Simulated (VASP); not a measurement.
**Tl: single point with RPBE**

The system is Tl.

```
Tl
1.0
     3.54347    0.00000    0.00000
    -1.77174    3.06874    0.00000
     0.00000    0.00000   11.34939
Tl
4
Direct
  0.00000 0.00000 0.00000
  0.00000 0.00000 0.50000
  0.33333 0.66667 0.25000
  0.66667 0.33333 0.75000
```

This cell differs from its parent crystal: volume scaled by 0.92.

* Program: VASP 6.6.1
* Task: single point
* Functional: RPBE
* Potentials or basis: VASP PAW PBE potentials, release 64 (Tl_d)
* Cutoff: 520 eV
* k mesh: 11 × 11 × 3
* Occupations: fermi-dirac, width 0.1 eV
* Spin: no spin polarisation
* Dipole correction: no
* Further INCAR settings: ALGO = Normal; EDIFF = 1e-06; NBANDS = 34

```
Pressure               : 2.0 GPa
Band gap on the k mesh : zero (band 26 reaches 9.15 eV, above the bottom of band 27 at 5.03 eV)
```

Stress tensor (GPa, compression positive):
```
1.93 0.00 0.00
0.00 1.93 0.00
0.00 0.00 2.20
```

Levels at points of the mesh, in eV from the Fermi level:
```
           k point  band 22  band 23  band 24  band 25  band 26  band 27  band 28  band 29
(0.00, 0.00, 0.00)    -8.21    -8.20    -5.15    -2.52     3.10     3.11     7.53     7.53
```

It took 84 s on 1 thread of AMD EPYC 7R43 64-Core Processor (Zen 3), with other jobs on the host, peak memory 0.24 GiB.

Caveat: the PAW data sets were made with another functional, which shifts forces and pressure a little; spin-orbit coupling is left out, which moves the levels of the heavy elements.
